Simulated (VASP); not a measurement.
## Cd: single point with PBE

Cd:

```
Cd
1.0
     2.82993    0.00000    0.00000
    -1.41496    2.45079    0.00000
     0.00000    0.00000    5.47721
Cd
2
Direct
  0.33333 0.66667 0.25000
  0.66667 0.33333 0.75000
```

This cell differs from its parent crystal: strain -0.050 along x and y, -0.025 along z.

```yaml
Program: VASP 6.6.1
Task: single point
Functional: PBE
Potentials_or_basis: VASP PAW PBE potentials, release 64 (Cd)
Cutoff: 520 eV
k_mesh: 18 × 18 × 8
Occupations: gaussian, width 0.15 eV
Spin: no spin polarisation
```

```yaml
Pressure: 15.7 GPa
Band_gap_on_the_k_mesh: zero (band 12 reaches 5.79 eV, above the bottom of band 13 at 0.76 eV)
```

Stress tensor (GPa, compression positive):
```
18.31  0.00  0.00
 0.00 18.31  0.00
 0.00  0.00 10.34
```

Levels at points of the mesh, in eV from the Fermi level:
| k point | band 9 | band 10 | band 11 | band 12 | band 13 | band 14 | band 15 | band 16 |
| --- | --- | --- | --- | --- | --- | --- | --- | --- |
| (0.00, 0.00, 0.00) | -8.98 | -8.69 | -8.69 | -3.82 | -3.27 | 10.55 | 15.17 | 15.55 |
| (0.50, 0.00, 0.00) | -8.32 | -8.29 | -2.68 | -1.81 | 2.12 | 3.09 | 3.82 | 5.53 |
| (0.00, 0.00, 0.50) | -8.82 | -8.82 | -8.19 | -8.19 | 3.60 | 3.60 | 15.54 | 15.54 |
| (0.50, 0.00, 0.50) | -8.30 | -8.30 | -1.93 | -1.93 | 0.50 | 0.50 | 8.40 | 8.40 |

Run time: 63 s on 1 thread of Intel(R) Xeon(R) Platinum 8375C CPU @ 2.90GHz (Ice Lake), with other jobs on the host, peak memory 0.24 GiB.

Caveat: the cell differs from its parent crystal (strain -0.050 along x and y, -0.025 along z).
